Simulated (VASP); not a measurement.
Write the native input for VASP 6.6.1 that does the following.

| Property | Result |
| --- | --- |
| Task | single point |
| Functional | PBE |
| Potentials or basis | VASP PAW PBE potentials, release 64 (Er_3, B), 4f in core |
| Cutoff | 500 eV |
| k mesh | 20 × 20 × 14 |
| Occupations | gaussian, width 0.1 eV |
| Spin | no spin polarisation |
| Dipole correction | no |
| Further INCAR settings | ALGO = Normal; EDIFF = 1e-06; NBANDS = 13 |

The structure of ErB lies in POSCAR:

```
ErB
1.0
    3.1662151402      0.0000000000      0.0000000000
    0.0000000000      3.1662151402      0.0000000000
    0.0000000000      0.0000000000      3.1725040312
Er B
1 1
Direct
    0.0000000000      0.0000000000      0.0000000000
    0.5000000000      0.5000000000      0.5000000000
```

The cell was generated, and may not be a known phase.

The input as run:

INCAR

```
SYSTEM = ErB
PREC = Accurate
ENCUT = 500
EDIFF = 1E-6
ISMEAR = 0
SIGMA = 0.1
LREAL = .False.
LASPH = .True.
NELM = 200
ALGO = Normal
ISIF = 2
LWAVE = .False.
LCHARG = .True.
GGA = PE
LELF = .True.
LVHAR = .True.
NBANDS = 13
GGA_COMPAT = .False.
LMAXMIX = 6
```

KPOINTS

```
Automatic mesh
0
Gamma
  20 20 14
  0 0 0
```

Potentials or basis: VASP PAW PBE potentials, release 64 (Er_3, B), 4f in core.

Launch:

```sh
$ cat potpaw_PBE.64/Er_3/POTCAR potpaw_PBE.64/B/POTCAR > POTCAR
$ mpirun -np 1 vasp_std > vasp.out
```

Results of the run:

```
Pressure               : 0.5 GPa
Band gap on the k mesh : zero (bands 6 and 7 overlap by 3.83 eV)
```

Caveat: spin-orbit coupling is left out, which moves the levels of the heavy elements; the 4f electrons are frozen in the core, so they carry no moment and show no levels.

Wall time 43 s on 1 thread of Intel(R) Xeon(R) 6975P-C (Granite Rapids), on a shared host, peak memory 0.33 GiB.
